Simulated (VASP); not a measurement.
# HPbNO4 (P1) in VASP: further runs, part 2 of 2

VASP 6.6.1. Earlier steps stand in the parts before.

### 4 Single point, PBE (16.21 Å³/atom)

This run uses another cell than the first one, of 16.21 Å³/atom.

Contents of INCAR:

```
ALGO     = Normal         # electronic algorithm
EDIFF    = 1E-6           # SCF threshold, eV
ENCUT    = 520            # plane-wave cutoff, eV
GGA      = PE             # functional
ISIF     = 2              # what is computed and relaxed
ISMEAR   = -1             # smearing method
LASPH    = T              # aspherical terms in the spheres
LCHARG   = F              # write CHGCAR
LREAL    = F              # projectors in reciprocal space
LWAVE    = F              # write WAVECAR
NBANDS   = 31             # bands
NELM     = 100            # most SCF steps
PREC     = Accurate       # precision mode
SIGMA    = 0.05           # smearing width, eV
```

Contents of KPOINTS:

```
k-points
0
Gamma
  6 4 4
```

Contents of POSCAR:

```
HPbNO4
1.0
    4.3315705307     -0.0004052638      0.0064436938
   -2.1114140660      5.2762808852     -0.0497157319
   -2.1517175471     -1.8902920261      4.9795872854
H Pb N O
1 1 1 4
Direct
    0.9907300000      0.0333000000      0.9099400000
    0.5027400000      0.8198900000      0.1428700000
    0.0083800000      0.4740800000      0.5026500000
    0.9981600000      0.9274100000      0.0287700000
    0.1946700000      0.7343500000      0.6085200000
    0.8167300000      0.3588200000      0.2455600000
    0.0138100000      0.3312100000      0.6521700000
```

Potentials or basis: VASP PAW PBE potentials, release 64 (H, Pb_d, N, O).

On the command line:

```bash
$ cat potpaw_PBE.64/H/POTCAR potpaw_PBE.64/Pb_d/POTCAR potpaw_PBE.64/N/POTCAR potpaw_PBE.64/O/POTCAR > POTCAR
$ mpirun -np 1 vasp_std > vasp.out
```

OUTCAR:

```text
EDIFF = 1E-6
   ENCUT = 520
   GGA = PE
   ISIF = 2
   ISMEAR = -1
   LASPH = T
   LREAL = F
   NELM = 100
   PREC = Accurate

 ion  position               nearest neighbor table
   1  0.991  0.033  0.910-   4 0.98
   2  0.503  0.820  0.143-   4 2.37   4 2.38   6 2.69   5 2.72   7 2.93
   3  0.008  0.474  0.503-   7 1.28   5 1.28   6 1.28
   4  0.998  0.927  0.029-   1 0.98   2 2.37   2 2.38
   5  0.195  0.734  0.609-   3 1.28   2 2.72
   6  0.817  0.359  0.246-   3 1.28   2 2.69
   7  0.014  0.331  0.652-   3 1.28   2 2.93

  LATTYP: Found a triclinic cell.
 ALAT       =     8.4117222043
 B/A-ratio  =     0.5149451251
 C/A-ratio  =     0.7116445657
 COS(alpha) =     0.0126066529
 COS(beta)  =     0.3599949201
 COS(gamma) =     0.7788145159

  Lattice vectors:

 A1 = (  -6.5517269954,  -5.2754703576,   0.0368283443)
 A2 = (  -4.3315705307,   0.0004052638,  -0.0064436938)
 A3 = (  -0.0684389176,  -3.3855835953,  -4.9363152473)

Analysis of symmetry for initial positions (statically):
=====================================================================
 Subroutine PRICEL returns:
 Original cell was already a primitive cell.

 Routine SETGRP: Setting up the symmetry group for a
 triclinic supercell.

 Subroutine GETGRP returns: Found  1 space group operations
 (whereof  1 operations were pure point group operations)
 out of a pool of  2 trial point group operations.

The static configuration has the point symmetry C_1 .

Analysis of symmetry for dynamics (positions and initial velocities):
=====================================================================
 Subroutine PRICEL returns:
 Original cell was already a primitive cell.

 Routine SETGRP: Setting up the symmetry group for a
 triclinic supercell.

[... 132 lines left out ...]
   IMIX   =      4    mixing-type and parameters
     AMIX     =   0.40;   BMIX     =  1.00
     AMIX_MAG =   1.60;   BMIX_MAG =  1.00
  volume/ion in A,a.u.               =      16.21       109.41
  Fermi-wavevector in a.u.,A,eV,Ry     =   1.193718  2.255799 19.387778  1.424961
  Thomas-Fermi vector in A             =   2.329725
   LORBIT       =      0    0 simple, 1 ext, 2 COOP (PROOUT), +10 PAW based schemes
   GGA     = PE    functional components
   LHFCALC =     F    Hartree Fock is set to
   AEXX    =    0.0000 exact exchange contribution
   IVDW    =     0    specifies the selected vdW correction
   LEPSILON=     F    determine dielectric tensor
   LRPA    =     F    only Hartree local field effects (RPA)
 non-spin polarized calculation
  energy-cutoff  :      520.00
  volume of cell :      113.49
 maximum number of plane-waves:      3071
   NGX = 17   NGY = 21   NGZ = 21

 number of electron      44.0000003 magnetization

 Free energy of the ion-electron system (eV)
  ---------------------------------------------------
  ext. energy  EPLUGINS =         0.00000000
  ---------------------------------------------------
  free energy    TOTEN  =       -40.32759256 eV

  energy without entropy =      -40.32759256  energy(sigma->0) =      -40.32759256

 E-fermi :   1.1690     XC(G=0):  -8.0874

 val. band max:        0.0511361318   @ k =   0.5000   0.0000   0.0000
 cond. band min:       2.8285083925   @ k =   0.3333   0.2500   0.5000
 fundamental gap:      2.7773722606
 Fermi energy:         1.1690488888

 k-point     1 :       0.0000    0.0000    0.0000
  band No.  band energies     occupation
      1     -25.5251      2.00000
      2     -20.1797      2.00000
      3     -20.1599      2.00000
      4     -17.4420      2.00000
      5     -15.3010      2.00000
      6     -15.2964      2.00000
[... 805 lines left out ...]
     30      10.0953      0.00000
     31      11.6538      0.00000

 [... further k-points ...]

------------------------ aborting loop because EDIFF is reached ----------------------------------------

  FORCE on cell =-STRESS in cart. coord.  units (eV):
  Direction    XX          YY          ZZ          XY          YZ          ZX
  --------------------------------------------------------------------------------------
  -------------------------------------------------------------------------------------
  Total       -1.1606268     -2.2030206     -2.0536025     -0.0159129      0.2385182     -0.0299635
  in kB      -16.3844055    -31.0997327    -28.9904180     -0.2246396      3.3671285     -0.4229909
  external PRESSURE =     -25.4915187 kB  Pullay stress =       0.0000000 kB

 VOLUME and BASIS-vectors are now :
 -----------------------------------------------------------------------------
  energy-cutoff  :      520.00
  volume of cell :      113.49
      direct lattice vectors                 reciprocal lattice vectors
     4.331570531 -0.000405264  0.006443694     0.230670778  0.093581644  0.135198955
    -2.111414066  5.276280885 -0.049715732    -0.000089542  0.190171458  0.072151948
    -2.151717547 -1.890292026  4.979587285    -0.000299387  0.001777557  0.201365264

 POSITION                                       TOTAL-FORCE (eV/Angst)
 -----------------------------------------------------------------------------------
      2.26317     -1.54475      4.53585         0.000140     -0.382195      0.290707
      0.13911      4.05570      0.67391         0.003221      0.212094     -0.162622
     -2.04624      1.55122      2.47947        -0.002627     -0.022304      0.012972
      2.30355      4.83849      0.10359        -0.001487      0.234297     -0.182592
     -2.01665      2.72428      2.99492        -0.013594     -0.575512     -0.206099
      2.25173      1.42872      1.21021         0.015246      0.011433      0.610720
     -2.04279      0.51476      3.23116        -0.000901      0.522187     -0.363085
 -----------------------------------------------------------------------------------
    total drift:                                0.000565      0.000785     -0.000414

  FREE ENERGIE OF THE ION-ELECTRON SYSTEM (eV)
  ---------------------------------------------------
  free  energy   TOTEN  =       -40.3275925588 eV

  energy  without entropy=      -40.3275925588  energy(sigma->0) =      -40.32759256
```

OSZICAR:

```text
N       E                     dE             d eps       ncg     rms          rms(c)
DAV:   1     0.449115914524E+03    0.44912E+03   -0.21274E+04  3224   0.142E+03
DAV:   2     0.108133589335E+02   -0.43830E+03   -0.40828E+03  3610   0.391E+02
DAV:   3    -0.432111292770E+02   -0.54024E+02   -0.52907E+02  4015   0.149E+02
DAV:   4    -0.452808956146E+02   -0.20698E+01   -0.20610E+01  3830   0.327E+01
DAV:   5    -0.453755221251E+02   -0.94627E-01   -0.94594E-01  4598   0.650E+00    0.147E+01
DAV:   6    -0.404415629412E+02    0.49340E+01   -0.18050E+01  4832   0.304E+01    0.592E+00
DAV:   7    -0.403784250570E+02    0.63138E-01   -0.21305E+00  3515   0.854E+00    0.358E+00
DAV:   8    -0.403358298386E+02    0.42595E-01   -0.39001E-01  4042   0.409E+00    0.114E+00
DAV:   9    -0.403256416880E+02    0.10188E-01   -0.61645E-02  4869   0.193E+00    0.369E-01
DAV:  10    -0.403271118729E+02   -0.14702E-02   -0.10723E-02  4347   0.651E-01    0.206E-01
DAV:  11    -0.403275171477E+02   -0.40527E-03   -0.23323E-03  4510   0.404E-01    0.714E-02
DAV:  12    -0.403275673128E+02   -0.50165E-04   -0.48612E-04  4327   0.156E-01    0.233E-02
DAV:  13    -0.403275910857E+02   -0.23773E-04   -0.53692E-05  4186   0.549E-02    0.906E-03
DAV:  14    -0.403275927624E+02   -0.16767E-05   -0.80684E-06  4102   0.181E-02    0.501E-03
DAV:  15    -0.403275925588E+02    0.20363E-06   -0.10308E-06  2787   0.799E-03
   1 F= -.40327593E+02 E0= -.40327593E+02  d E =-.161891E-10
```

Run time: 2.4 min. Hardware: 1 thread of Intel Xeon Platinum 8259CL at 2.50GHz (Skylake/Cascade Lake), shared host; peak memory 0.34 GiB.

Results:

- Free energy: -40.3276 eV
- Pressure: -2.5 GPa
- Largest force: 0.636 eV/Å
- Band gap on the k mesh: 2.78 eV (least direct gap 3.06 eV)

Forces in eV/Å, atoms in the order of the input:
```
H    0.000 -0.382  0.291
Pb   0.003  0.212 -0.163
N   -0.003 -0.022  0.013
O   -0.001  0.234 -0.183
O   -0.014 -0.576 -0.206
O    0.015  0.011  0.611
O   -0.001  0.522 -0.363
```

Caveat: spin-orbit coupling is left out, which moves the levels of the heavy elements.

### 5 Single point, PBE (16.53 Å³/atom)

This run uses another cell than the first one, of 16.53 Å³/atom.

Contents of INCAR:

```
PREC = Accurate ; ENCUT = 520
EDIFF = 1E-7 ; ISMEAR = -1
SIGMA = 0.05 ; LREAL = False
LASPH = True ; NELM = 100
ALGO = Normal ; ISIF = 2
LWAVE = False ; LCHARG = True
GGA = PE ; LELF = True
LVHAR = True ; NBANDS = 31
```

Contents of KPOINTS:

```
Automatic mesh
0
Gamma
  6 4 4
```

POSCAR, as its differences from that of step 4:

```diff
@@ -2,5 +2,5 @@
 1.0
-    4.3315705307     -0.0004052638      0.0064436938
-   -2.1114140660      5.2762808852     -0.0497157319
-   -2.1517175471     -1.8902920261      4.9795872854
+    4.3591608958     -0.0004078451      0.0064847376
+   -2.1248629258      5.3098886760     -0.0500324012
+   -2.1654231239     -1.9023324273      5.0113052571
 H Pb N O
```

On the command line:

```bash
$ cat potpaw_PBE.64/H/POTCAR potpaw_PBE.64/Pb_d/POTCAR potpaw_PBE.64/N/POTCAR potpaw_PBE.64/O/POTCAR > POTCAR
$ mpirun -np 1 vasp_std > vasp.out
```

Wall time 3.1 min (1 thread of Intel Xeon Platinum 8259CL at 2.50GHz (Skylake/Cascade Lake), shared host); peak memory 0.36 GiB.

It converged, with:

```
Free energy            : -40.2865 eV
Pressure               : -3.9 GPa
Largest force          : 1.090 eV/Å
Band gap on the k mesh : 2.75 eV (least direct gap 3.02 eV)
```

Forces in eV/Å, atoms in the order of the input:
```
H    0.000 -0.601  0.457
Pb   0.005  0.315 -0.241
N   -0.003 -0.030  0.022
O   -0.002  0.379 -0.294
O   -0.024 -0.988 -0.367
O    0.026  0.033  1.049
O   -0.002  0.892 -0.626
```

Stress tensor (GPa, compression positive):
```
-2.27 -0.04 -0.07
-0.04 -4.87  0.53
-0.07  0.53 -4.55
```

Levels at points of the mesh, in eV from the valence-band top:
```csv
k point,band 19,band 20,band 21,band 22,band 23,band 24,band 25,band 26
"(0.00, 0.00, 0.00)",-1.89,-1.87,-0.84,-0.29,3.16,4.34,5.02,5.69
"(0.50, 0.00, 0.00)",-1.89,-1.04,-0.53,0.00,3.03,4.09,5.20,5.69
"(0.00, 0.50, 0.00)",-1.52,-1.44,-0.88,-0.65,3.03,3.93,4.66,7.13
"(0.50, 0.50, 0.00)",-1.93,-0.72,-0.31,-0.29,2.78,5.04,5.09,5.59
"(0.00, 0.00, 0.50)",-1.54,-1.44,-0.87,-0.65,3.03,3.83,4.77,6.99
"(0.50, 0.00, 0.50)",-1.92,-0.71,-0.31,-0.30,2.77,5.06,5.07,5.61
"(0.00, 0.50, 0.50)",-1.68,-1.66,-0.80,-0.48,2.96,3.45,5.14,7.11
"(0.50, 0.50, 0.50)",-1.88,-1.03,-0.52,-0.02,3.02,4.08,5.22,5.65
```

Caveat: the cell stands under tension; spin-orbit coupling is left out, which moves the levels of the heavy elements; forces of over 1 eV/Å act on the atoms, so gaps and moduli don't describe the material at rest. A k mesh can miss the band edges.

### 6 Overview

| level | cell | gap on the mesh (eV) | pressure (GPa) | largest force (eV/Å) |
| --- | --- | --- | --- | --- |
| PBE | a = 4.275, b = 5.609, c = 5.670 Å, angles 100.0, 111.9, 111.8°, 7 atoms | 2.84 | 0.6 | 0.39 |
| RPBE | a = 4.275, b = 5.609, c = 5.670 Å, angles 100.0, 111.9, 111.8°, 7 atoms | 2.88 | 3.0 | 0.70 |
| PBE | a = 4.332, b = 5.683, c = 5.745 Å, angles 100.0, 111.9, 111.8°, 7 atoms | 2.78 | -2.5 | 0.64 |
| PBE | a = 4.359, b = 5.719, c = 5.781 Å, angles 100.0, 111.9, 111.8°, 7 atoms | 2.75 | -3.9 | 1.09 |

Alike in all rows: task single point; potentials or basis VASP PAW PBE potentials, release 64 (H, Pb_d, N, O); no spin polarisation; k mesh 6 × 4 × 4; cutoff (eV) 520; smearing fermi-dirac 0.05 eV.

Caveats: spin-orbit coupling is left out, which moves the levels of the heavy elements; the PAW data sets were made with another functional, which shifts forces and pressure a little (at least some runs); the cell stands under tension (at least some runs); forces of over 1 eV/Å act on the atoms, so gaps and moduli don't describe the material at rest (at least some runs).

Total energies depend on the potentials used, so only differences within one code and one set of settings carry meaning.
